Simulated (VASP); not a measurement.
Here is a VASP 6.6.1 calculation.

Contents of INCAR:

```
ALGO = Normal ; EDIFF = 1E-7
ENCUT = 520 ; GGA = PE
ISIF = 2 ; ISMEAR = -1
ISYM = 0 ; LASPH = True
LCHARG = False ; LREAL = Auto
LWAVE = False ; NBANDS = 98
NELM = 100 ; PREC = Accurate
SIGMA = 0.05
```

The input KPOINTS:

```
Automatic mesh
0
Gamma
  1 1 1
  0.25 0.25 0.25
```

POSCAR

```
Si3Ni7
1.0
    6.3191000000      0.0520890000     -0.0979460000
    0.0520890000      6.2804780000      0.1071670000
   -0.0979460000      0.1071670000      6.3162060000
Ni Si
14 6
Direct
    0.2526175578      0.1405193287      0.7196324573
    0.4224620359      0.5993273768      0.3569846122
    0.5962430088      0.3887926252      0.7091153896
    0.4078328603      0.1927404261      0.3715545668
    0.1001409952      0.4424397925      0.4664530360
    0.2286566583      0.3870962809      0.0634507579
    0.8110428189      0.6791643711      0.5307482675
    0.9550463083      0.6919739903      0.1060416948
    0.6735484327      0.9226404991      0.2086386607
    0.8389910537      0.1013527379      0.5724351215
    0.1492817218      0.8509954241      0.4268947088
    0.2894030988      0.9392822654      0.0687868340
    0.3205802849      0.6724491437      0.7502611851
    0.7444616823      0.3770792342      0.2920945887
    0.5263011212      0.9193979530      0.5814932206
    0.9640864674      0.4484466601      0.8253316516
    0.0252952576      0.1445976443      0.2471383095
    0.5668230547      0.6420552153      0.0258670980
    0.5438770649      0.2141640093      0.0155611246
    0.0084720731      0.8752644813      0.8068377341
```

Potentials or basis: VASP PAW PBE potentials, release 64 (Ni, Si).

Command:

```sh
$ cat potpaw_PBE.64/Ni/POTCAR potpaw_PBE.64/Si/POTCAR > POTCAR
$ mpirun -np 1 vasp_std > vasp.out
```

Predict the pressure.

-8.9 GPa.

Estimate the band gap on the k mesh.

0.18 eV.

Predict the largest force.

1.363 eV/Å.

Stress tensor (GPa, compression positive):
```
-8.40 -2.03 -0.45
-2.03 -9.27 -3.41
-0.45 -3.41 -8.89
```

Caveat: the k points lie up to 1.00 Å⁻¹ apart. Spin polarisation is off, so any magnetic state and its effect on volume and gap are missing.
